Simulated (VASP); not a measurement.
# BPd4 (Pmm2) in VASP: a series of runs

The runs below take BPd4 through single point, with LDA, PBE, revPBE.

All numbers are computed with VASP 6.6.1; they aren't measurements. Logs are shortened: lines on timing, memory, paths and dates and some standing lists are left out, and cuts for length are marked.

## (1) The cell of the first run

It takes space group Pmm2 (No. 25, orthorhombic). The conventional cell has a = 2.892 Å, b = 4.365 Å, c = 5.856 Å, α = 90.00°, β = 90.00°, γ = 90.00°. Pd (site symmetry mm2) has 1 B at 1.96 Å within 2.6 Å. Pd (site symmetry mm2) has 2 B at 2.03 Å and 10 Pd at 2.77 to 2.99 Å within 3.0 Å. Within 3.6 Å of Pd (site symmetry mm2) lie 12 Pd at 2.73 to 3.47 Å. Within 3.1 Å of Pd (site symmetry mm2) lie 2 B at 2.18 Å and 10 Pd at 2.89 to 3.07 Å. Within 2.6 Å of B (site symmetry mm2) lie 5 Pd at 1.96 to 2.18 Å.

## (2) Single point, LDA

Contents of POSCAR:

```
BPd4
1.0
    2.8920299704      0.0000000000      0.0000000000
    0.0000000000      4.3650077954      0.0000000000
    0.0000000000      0.0000000000      5.8563150000
Pd B
4 1
Direct
    0.5000000000      0.0000000000      0.1975780000
    0.0000000000      0.0000000000      0.6194700000
    0.0000000000      0.5000000000      0.3291640000
    0.5000000000      0.5000000000      0.8675610000
    0.5000000000      0.0000000000      0.8632270000
```

Contents of INCAR.step1:

```
SYSTEM = BPd4
PREC = Accurate
ENCUT = 520
EDIFF = 1E-7
ISMEAR = -1
SIGMA = 0.05
LREAL = .FALSE.
LASPH = .TRUE.
NELM = 100
ALGO = Fast
ISIF = 2
LWAVE = .FALSE.
LCHARG = .TRUE.
LMAXMIX = 4
NBANDS = 30
```

Contents of KPOINTS.step1:

```
Automatic mesh
0
G
  9 6 5
  0 0 0
```

Contents of INCAR.step2:

```
SYSTEM = BPd4
PREC = Accurate
ENCUT = 520
EDIFF = 1E-7
ISMEAR = -5
SIGMA = 0.05
LREAL = .FALSE.
LASPH = .TRUE.
NELM = 100
ALGO = Fast
ISIF = 2
LWAVE = .FALSE.
LCHARG = .FALSE.
LMAXMIX = 4
LORBIT = 10
NEDOS = 2001
ICHARG = 11
```

Contents of KPOINTS.step2:

```
Automatic mesh
0
G
  14 9 8
  0 0 0
```

Potentials or basis: VASP PAW LDA potentials, release 64 (Pd, B).

Run with:

```bash
> cat potpaw_LDA.64/Pd/POTCAR potpaw_LDA.64/B/POTCAR > POTCAR
> cp INCAR.step1 INCAR
> cp KPOINTS.step1 KPOINTS
> mpirun -np 1 vasp_std > vasp.out
> cp INCAR.step2 INCAR
> cp KPOINTS.step2 KPOINTS
> mpirun -np 1 vasp_std > vasp.out
```

OUTCAR:

```text
SYSTEM = BPd4
   PREC = Accurate
   ENCUT = 520
   EDIFF = 1E-7
   ISMEAR = -5
   LREAL = .FALSE.
   LASPH = .TRUE.
   NELM = 100
   ISIF = 2
   LORBIT = 10
   ICHARG = 11

 ion  position               nearest neighbor table
   1  0.500  0.000  0.198-   5 1.96   3 2.73   3 2.73   3 2.73   3 2.73   2 2.86   2 2.86   4 2.92
                             4 2.92
   2  0.000  0.000  0.619-   5 2.03   5 2.03   3 2.77   3 2.77   1 2.86   1 2.86   4 2.99   4 2.99
                             4 2.99   4 2.99
   3  0.000  0.500  0.329-   1 2.73   1 2.73   1 2.73   1 2.73   2 2.77   2 2.77   4 3.07   4 3.07

   4  0.500  0.500  0.868-   5 2.18   5 2.18   1 2.92   1 2.92   2 2.99   2 2.99   2 2.99   2 2.99
                             3 3.07   3 3.07
   5  0.500  0.000  0.863-   1 1.96   2 2.03   2 2.03   4 2.18   4 2.18

  LATTYP: Found a simple orthorhombic cell.
 ALAT       =     2.8920299704
 B/A-ratio  =     1.5093231537
 C/A-ratio  =     2.0249842014

  Lattice vectors:

 A1 = (   2.8920299704,   0.0000000000,   0.0000000000)
 A2 = (   0.0000000000,   4.3650077954,   0.0000000000)
 A3 = (   0.0000000000,   0.0000000000,   5.8563150000)

Analysis of symmetry for initial positions (statically):
=====================================================================
 Subroutine PRICEL returns:
 Original cell was already a primitive cell.

 Routine SETGRP: Setting up the symmetry group for a
 simple orthorhombic supercell.

 Subroutine GETGRP returns: Found  4 space group operations
 (whereof  4 operations were pure point group operations)
 out of a pool of  8 trial point group operations.

The static configuration has the point symmetry C_2v.

Analysis of symmetry for dynamics (positions and initial velocities):
=====================================================================
 Subroutine PRICEL returns:
 Original cell was already a primitive cell.

 Routine SETGRP: Setting up the symmetry group for a
 simple orthorhombic supercell.

 Subroutine GETGRP returns: Found  4 space group operations
 (whereof  4 operations were pure point group operations)
 out of a pool of  8 trial point group operations.

The dynamic configuration has the point symmetry C_2v.

 Subroutine INISYM returns: Found  4 space group operations
 (whereof  4 operations are pure point group operations),
 and found     1 'primitive' translations

----------------------------------------------------------------------------------------

                                     Primitive cell

  volume of cell :      73.9286

  direct lattice vectors                    reciprocal lattice vectors
     2.892029970  0.000000000  0.000000000     0.345777883  0.000000000  0.000000000
     0.000000000  4.365007795  0.000000000     0.000000000  0.229094665  0.000000000
     0.000000000  0.000000000  5.856315000     0.000000000  0.000000000  0.170755842

  length of vectors
     2.892029970  4.365007795  5.856315000     0.345777883  0.229094665  0.170755842

  position of ions in fractional coordinates (direct lattice)
     0.500000000  0.000000000  0.197578000
     0.000000000  0.000000000  0.619470000
     0.000000000  0.500000000  0.329164000
     0.500000000  0.500000000  0.867561000
     0.500000000  0.000000000  0.863227000

  ion indices of the primitive-cell ions
   primitive index   ion index
                 1           1
                 2           2
                 3           3
                 4           4
                 5           5

----------------------------------------------------------------------------------------

 KPOINTS: Automatic mesh

Automatic generation of k-mesh.
 Grid dimensions read from file:
 generate k-points for:   14    9    8

 Generating k-lattice:

  Cartesian coordinates                     Fractional coordinates (reciprocal lattice)
     0.024698420  0.000000000  0.000000000     0.071428571  0.000000000  0.000000000
     0.000000000  0.025454963  0.000000000     0.000000000  0.111111111  0.000000000
     0.000000000  0.000000000  0.021344480     0.000000000  0.000000000  0.125000000

  Length of vectors
     0.024698420  0.025454963  0.021344480

  Shift w.r.t. Gamma in fractional coordinates (k-lattice)
     0.000000000  0.000000000  0.000000000

 TETIRR: Found   3024 inequivalent tetrahedra from     6048

 Subroutine IBZKPT returns following result:
 ===========================================

 Found    200 irreducible k-points:

 Following reciprocal coordinates:
            Coordinates               Weight
  0.000000  0.000000  0.000000      1.000000
  0.071429  0.000000  0.000000      2.000000
  0.142857  0.000000  0.000000      2.000000
  0.214286  0.000000  0.000000      2.000000
  0.285714  0.000000  0.000000      2.000000
  0.357143  0.000000  0.000000      2.000000
[... 16 lines left out ...]
  0.428571  0.222222  0.000000      4.000000
  0.500000  0.222222  0.000000      2.000000
 [... further k-points ...]
   k-points           NKPTS =    200   k-points in BZ     NKDIM =    200   number of bands    NBANDS=     25
   number of dos      NEDOS =   2001   number of ions     NIONS =      5
   total plane-waves  NPLWV =  36864
   dimension x,y,z NGX =    24 NGY =   32 NGZ =   48
   dimension x,y,z NGXF=    48 NGYF=   64 NGZF=   96
   ions per type =               4   1
   NGX,Y,Z   is equivalent  to a cutoff of  13.80, 12.19, 13.63 a.u.
   NGXF,Y,Z  is equivalent  to a cutoff of  27.59, 24.38, 27.25 a.u.
 SYSTEM =  BPd4
   PREC   = accura    normal or accurate (medium, high low for compatibility)
   ISTART =      0    job   : 0-new  1-cont  2-samecut
   ICHARG =     11    charge: 1-file 2-atom 10-const
   ISPIN  =      1    spin polarized calculation?
   LNONCOLLINEAR =      F non collinear calculations
   LSORBIT =      F    spin-orbit coupling
   LASPH  =      T    aspherical Exc in radial PAW
   ENCUT  =  520.0 eV  38.22 Ry    6.18 a.u.   5.38  8.12 10.89*2*pi/ulx,y,z
   NELM   =    100;   NELMIN=  2; NELMDL=  0     # of ELM steps
   EDIFF  = 0.1E-06   stopping-criterion for ELM
   LREAL  =      F    real-space projection
   EDIFFG = 0.1E-05   stopping-criterion for IOM
   NSW    =      0    number of steps for IOM
   IBRION =     -1    ionic relax: 0-MD 1-quasi-New 2-CG
   NFREE  =      0    steps in history (QN), initial steepest desc. (CG)
   ISIF   =      2    stress and relaxation
   ISYM   =      2    0-nonsym 1-usesym 2-fastsym
   POTIM  = 0.5000    time-step for ionic-motion
   TEBEG  =    0.0;   TEEND  =   0.0 temperature during run
   PSTRESS=    0.0 pullay stress
   NELECT =      43.0000    total number of electrons
   NUPDOWN=      -1.0000    fix difference up-down
   EMIN   =  10.00;   EMAX   =-10.00  energy-range for DOS
   EFERMI =   0.00;   METHOD = LEGACY
   ISMEAR =    -5;   SIGMA  =   0.05  broadening in eV -4-tet -1-fermi 0-gaus
   EFERMI_NEDOS =   21; number of points for ismear=-14 and -15
   IALGO  =     68    algorithm
   IMIX   =      4    mixing-type and parameters
     AMIX     =   0.40;   BMIX     =  1.00
     AMIX_MAG =   1.60;   BMIX_MAG =  1.00
  volume/ion in A,a.u.               =      14.79        99.78
  Fermi-wavevector in a.u.,A,eV,Ry     =   1.366554  2.582413 25.408482  1.867471
  Thomas-Fermi vector in A             =   2.492685
   LORBIT       =     10    0 simple, 1 ext, 2 COOP (PROOUT), +10 PAW based schemes
   GGA     = CA    functional components
   LHFCALC =     F    Hartree Fock is set to
   AEXX    =    0.0000 exact exchange contribution
   IVDW    =     0    specifies the selected vdW correction
   LEPSILON=     F    determine dielectric tensor
   LRPA    =     F    only Hartree local field effects (RPA)
 non-spin polarized calculation
 RMM-DIIS sequential band-by-band and
 Fermi weights with tetrahedron method with Bloechl corrections
  energy-cutoff  :      520.00
  volume of cell :       73.93
 maximum number of plane-waves:      2016
 NGX is ok and might be reduce to    24

 number of electron      42.9999999 magnetization

 Free energy of the ion-electron system (eV)
  ---------------------------------------------------
  ext. energy  EPLUGINS =         0.00000000
  ---------------------------------------------------
  free energy    TOTEN  =       -33.00092225 eV

  energy without entropy =      -33.00092225  energy(sigma->0) =      -33.00092225

 E-fermi :   7.8220     XC(G=0): -12.6241

 val. band max:        7.9166299938   @ k =   0.0000   0.0000   0.1250
 cond. band min:       7.7420803188   @ k =   0.3571   0.3333   0.5000
 fundamental gap:     -0.1745496750
 Fermi energy:         7.8219666567

 k-point     1 :       0.0000    0.0000    0.0000
  band No.  band energies     occupation
      1      -1.5725      2.00000
      2       2.3450      2.00000
      3       2.5677      2.00000
      4       3.2648      2.00000
      5       3.2893      2.00000
      6       3.8227      2.00000
[... 17 lines left out ...]
     24       8.2611      0.00000
     25      13.1696      0.00000

 k-point     2 :       0.0714    0.0000    0.0000
  band No.  band energies     occupation
      1      -1.5048      2.00000
      2       2.4034      2.00000
      3       2.6542      2.00000
      4       3.2797      2.00000
      5       3.3468      2.00000
      6       3.8524      2.00000
[... 17 lines left out ...]
     24       8.3095      0.00000
     25      12.7618      0.00000

 k-point     3 :       0.1429    0.0000    0.0000
  band No.  band energies     occupation
      1      -1.3118      2.00000
      2       2.5280      2.00000
      3       2.8844      2.00000
      4       3.3203      2.00000
      5       3.4568      2.00000
      6       3.7799      2.00000
[... 552 lines left out ...]
 k-point    23 :       0.4286    0.2222    0.0000
  band No.  band energies     occupation
      1       0.1266      2.00000
      2       2.3916      2.00000
      3       2.9612      2.00000
      4       3.3562      2.00000
      5       3.4248      2.00000
      6       3.6708      2.00000
[... 17 lines left out ...]
     24       9.9576      0.00000
     25      11.0777      0.00000

 k-point    24 :       0.5000    0.2222    0.0000
  band No.  band energies     occupation
      1       0.1996      2.00000
      2       2.5927      2.00000
      3       2.6989      2.00000
      4       3.3375      2.00000
      5       3.3389      2.00000
      6       3.7066      2.00000
[... 17 lines left out ...]
     24      10.4555      0.00000
     25      11.2909      0.00000

 [... further k-points ...]
[... 5 lines left out ...]
  --------------------------------------------------------------------------------------
  -------------------------------------------------------------------------------------
  Total       -5.7387889     -5.8665707     -5.4473632      0.0000000      0.0000000      0.0000000
  in kB     -124.3708460   -127.1401292   -118.0550784      0.0000000      0.0000000      0.0000000
  external PRESSURE =    -123.1886845 kB  Pullay stress =       0.0000000 kB

 VOLUME and BASIS-vectors are now :
 -----------------------------------------------------------------------------
  energy-cutoff  :      520.00
  volume of cell :       73.93
      direct lattice vectors                 reciprocal lattice vectors
     2.892029970  0.000000000  0.000000000     0.345777883  0.000000000  0.000000000
     0.000000000  4.365007795  0.000000000     0.000000000  0.229094665  0.000000000
     0.000000000  0.000000000  5.856315000     0.000000000  0.000000000  0.170755842

 POSITION                                       TOTAL-FORCE (eV/Angst)
 -----------------------------------------------------------------------------------
      1.44601      0.00000      1.15708         0.000000      0.000000     -0.169662
      0.00000      0.00000      3.62781         0.000000      0.000000      0.066376
      0.00000      2.18250      1.92769         0.000000      0.000000     -0.096702
      1.44601      2.18250      5.08071         0.000000      0.000000      0.176875
      1.44601      0.00000      5.05533         0.000000      0.000000      0.023113
 -----------------------------------------------------------------------------------
    total drift:                                0.000000      0.000000      0.005866

  FREE ENERGIE OF THE ION-ELECTRON SYSTEM (eV)
  ---------------------------------------------------
  free  energy   TOTEN  =       -33.0009222523 eV

  energy  without entropy=      -33.0009222523  energy(sigma->0) =      -33.00092225

 total charge

# of ion       s       p       d       tot
------------------------------------------
    1        0.525   0.492   8.540   9.557
    2        0.524   0.537   8.565   9.626
    3        0.433   0.361   8.504   9.299
    4        0.415   0.423   8.535   9.373
    5        0.749   1.023   0.000   1.772
--------------------------------------------------
tot          2.647   2.836  34.144  39.626
```

It took 7.7 min on 1 thread of Intel Xeon 8259CL, shared host; peak memory 0.4 GiB.

Results:

```yaml
Valence_electrons_inside_the_program's_atomic_spheres: Pd 9.56, 9.63, 9.30, 9.37; B 1.77
```

## (3) Single point, PBE

POSCAR is that of step 2.

Contents of INCAR.step1:

```
PREC = Accurate
ENCUT = 520
EDIFF = 1E-6
ISMEAR = -1
SIGMA = 0.05
LREAL = F
LASPH = T
NELM = 100
ALGO = Fast
ISIF = 2
LWAVE = F
LCHARG = T
LMAXMIX = 4
GGA = PE
NBANDS = 30
```

Contents of KPOINTS.step1:

```
Automatic mesh
0
Gamma
  9 6 5
```

Contents of INCAR.step2:

```
PREC = Accurate
ENCUT = 520
EDIFF = 1E-6
ISMEAR = -5
SIGMA = 0.05
LREAL = F
LASPH = T
NELM = 100
ALGO = Fast
ISIF = 2
LWAVE = F
LCHARG = F
LMAXMIX = 4
GGA = PE
LORBIT = 11
NBANDS = 30
NEDOS = 1001
ICHARG = 11
```

Contents of KPOINTS.step2:

```
Automatic mesh
0
Gamma
  14 9 8
```

Potentials or basis: VASP PAW PBE potentials, release 64 (Pd, B).

Run with:

```bash
> cat potpaw_PBE.64/Pd/POTCAR potpaw_PBE.64/B/POTCAR > POTCAR
> cp INCAR.step1 INCAR
> cp KPOINTS.step1 KPOINTS
> mpirun -np 1 vasp_std > vasp.out
> cp INCAR.step2 INCAR
> cp KPOINTS.step2 KPOINTS
> mpirun -np 1 vasp_std > vasp.out
```

OUTCAR:

```text
PREC = Accurate
   ENCUT = 520
   EDIFF = 1E-6
   ISMEAR = -5
   LREAL = F
   LASPH = T
   NELM = 100
   ISIF = 2
   GGA = PE
   LORBIT = 11
   ICHARG = 11

 ion  position               nearest neighbor table
   1  0.500  0.000  0.198-   5 1.96   3 2.73   3 2.73   3 2.73   3 2.73   2 2.86   2 2.86   4 2.92
                             4 2.92
   2  0.000  0.000  0.619-   5 2.03   5 2.03   3 2.77   3 2.77   1 2.86   1 2.86   4 2.99   4 2.99
                             4 2.99   4 2.99
   3  0.000  0.500  0.329-   1 2.73   1 2.73   1 2.73   1 2.73   2 2.77   2 2.77   4 3.07   4 3.07

   4  0.500  0.500  0.868-   5 2.18   5 2.18   1 2.92   1 2.92   2 2.99   2 2.99   2 2.99   2 2.99
                             3 3.07   3 3.07
   5  0.500  0.000  0.863-   1 1.96   2 2.03   2 2.03   4 2.18   4 2.18

  LATTYP: Found a simple orthorhombic cell.
[... 1006 lines left out ...]
  energy-cutoff  :      520.00
  volume of cell :       73.93
      direct lattice vectors                 reciprocal lattice vectors
     2.892029970  0.000000000  0.000000000     0.345777883  0.000000000  0.000000000
     0.000000000  4.365007795  0.000000000     0.000000000  0.229094665  0.000000000
     0.000000000  0.000000000  5.856315000     0.000000000  0.000000000  0.170755842

 POSITION                                       TOTAL-FORCE (eV/Angst)
 -----------------------------------------------------------------------------------
      1.44601      0.00000      1.15708         0.000000      0.000000     -0.216011
      0.00000      0.00000      3.62781         0.000000      0.000000      0.027577
      0.00000      2.18250      1.92769         0.000000      0.000000      0.023897
      1.44601      2.18250      5.08071         0.000000      0.000000      0.088824
      1.44601      0.00000      5.05533         0.000000      0.000000      0.075713
 -----------------------------------------------------------------------------------
    total drift:                                0.000000     -0.000000      0.005253

  FREE ENERGIE OF THE ION-ELECTRON SYSTEM (eV)
  ---------------------------------------------------
  free  energy   TOTEN  =       -27.5332999040 eV

  energy  without entropy=      -27.5332999040  energy(sigma->0) =      -27.53329990

 total charge

# of ion       s       p       d       tot
------------------------------------------
    1        0.524   0.487   8.552   9.563
    2        0.523   0.535   8.573   9.631
    3        0.430   0.353   8.523   9.306
    4        0.411   0.418   8.545   9.374
    5        0.759   1.018   0.000   1.777
--------------------------------------------------
tot          2.648   2.811  34.192  39.651
```

OUTCAR.step1:

```text
PREC = Accurate
   ENCUT = 520
   EDIFF = 1E-6
   ISMEAR = -1
   LREAL = F
   LASPH = T
[... 1030 lines left out ...]
      0.00000      0.00000      3.62781         0.000000      0.000000      0.027987
      0.00000      2.18250      1.92769         0.000000      0.000000      0.040151
      1.44601      2.18250      5.08071         0.000000      0.000000      0.088568
      1.44601      0.00000      5.05533         0.000000      0.000000      0.045615
 -----------------------------------------------------------------------------------
    total drift:                                0.000000     -0.000000     -0.000248

  FREE ENERGIE OF THE ION-ELECTRON SYSTEM (eV)
  ---------------------------------------------------
  free  energy   TOTEN  =       -27.5432468922 eV

  energy  without entropy=      -27.5178502523  energy(sigma->0) =      -27.53054857
```

Wall time 8 min (1 thread of Intel Xeon 8259CL, shared host); peak memory 0.44 GiB.

What came out:

- Valence electrons inside the program's atomic spheres: Pd 9.56, 9.63, 9.31, 9.37; B 1.78

## (4) Single point, revPBE

POSCAR is that of step 3.

Contents of INCAR.step1:

```
  ALGO = Fast
  EDIFF = 1E-6
  ENCUT = 520
  GGA = RE
  ISIF = 2
  ISMEAR = -1
  LASPH = True
  LCHARG = True
  LMAXMIX = 4
  LREAL = False
  LWAVE = False
  NBANDS = 30
  NELM = 60
  PREC = Accurate
  SIGMA = 0.05
```

Contents of KPOINTS.step1:

```
k-points
0
Gamma
  9 6 5
```

Contents of INCAR.step2:

```
  ALGO = Fast
  EDIFF = 1E-6
  ENCUT = 520
  GGA = RE
  ICHARG = 11
  ISIF = 2
  ISMEAR = -5
  LASPH = True
  LCHARG = False
  LMAXMIX = 4
  LORBIT = 11
  LREAL = False
  LWAVE = False
  NEDOS = 1001
  NELM = 60
  PREC = Accurate
  SIGMA = 0.05
```

Contents of KPOINTS.step2:

```
k-points
0
Gamma
  14 9 8
```

Run with:

```bash
> cat potpaw_PBE.64/Pd/POTCAR potpaw_PBE.64/B/POTCAR > POTCAR
> cp INCAR.step1 INCAR
> cp KPOINTS.step1 KPOINTS
> mpirun -np 1 vasp_std > vasp.out
> cp INCAR.step2 INCAR
> cp KPOINTS.step2 KPOINTS
> mpirun -np 1 vasp_std > vasp.out
```

Wall time 5.9 min (1 thread of Intel Xeon 8259CL, shared host); peak memory 0.41 GiB.

Results (log left out):

```yaml
Valence_electrons_inside_the_program's_atomic_spheres: Pd 9.57, 9.64, 9.31, 9.38; B 1.78
```

Levels at points of the mesh, in eV from the Fermi level:
| k point | band 19 | band 20 | band 21 | band 22 | band 23 | band 24 | band 25 |
| --- | --- | --- | --- | --- | --- | --- | --- |
| (0.00, 0.00, 0.00) | -1.19 | -0.80 | -0.53 | -0.25 | 0.09 | 0.45 | 5.41 |
| (0.50, 0.00, 0.00) | -0.59 | -0.29 | 0.43 | 0.48 | 1.80 | 2.53 | 3.48 |
| (0.00, 0.00, 0.50) | -1.23 | -1.09 | -0.81 | 0.07 | 1.62 | 1.96 | 4.57 |
| (0.50, 0.00, 0.50) | -0.56 | -0.28 | 0.02 | 0.57 | 1.57 | 2.40 | 2.88 |

Caveat: the PAW data sets were made with another functional, which shifts forces and pressure a little.
